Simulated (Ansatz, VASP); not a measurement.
# One calculation of SiMo3, two programs

```
CELL_PARAMETERS angstrom
0.00000 3.10028 3.10028
3.10028 0.00000 3.10028
3.10028 3.10028 0.00000
ATOMIC_POSITIONS crystal
Si 0.00000 0.00000 0.00000
Mo 0.50000 0.50000 0.50000
Mo 0.25000 0.25000 0.25000
Mo 0.75000 0.75000 0.75000
```

Change from the starting cell: species swapped into the AlFe3 type (Fm-3m, No. 225).

Alike in both runs: functional PBE; k mesh 5 × 5 × 5; occupations gaussian, width 0.2 eV; no spin polarisation.

Ansatz relaxed the structure, and its values are those at the end. VASP's run is a single point on that final structure, the one shown.

|  | VASP | Ansatz |
| --- | --- | --- |
| version | VASP 6.6.1 | Ansatz 0.2.0 |
| potentials or method | VASP PAW PBE potentials, release 64 (Si, Mo_sv), cutoff 500 eV | scalar-relativistic, plane waves, PAW |
| valence electrons in the cell | 46 | 46 |

VASP gave:

- gap on the k mesh at the Fermi level (eV): none
- pressure (GPa): 0.3

**Question.** Estimate Ansatz's values.

**Answer.** gap on the k mesh at the Fermi level (eV): none; pressure (GPa): -0.1.

A gap of «none» marks a metal or a gap that the smearing closes.
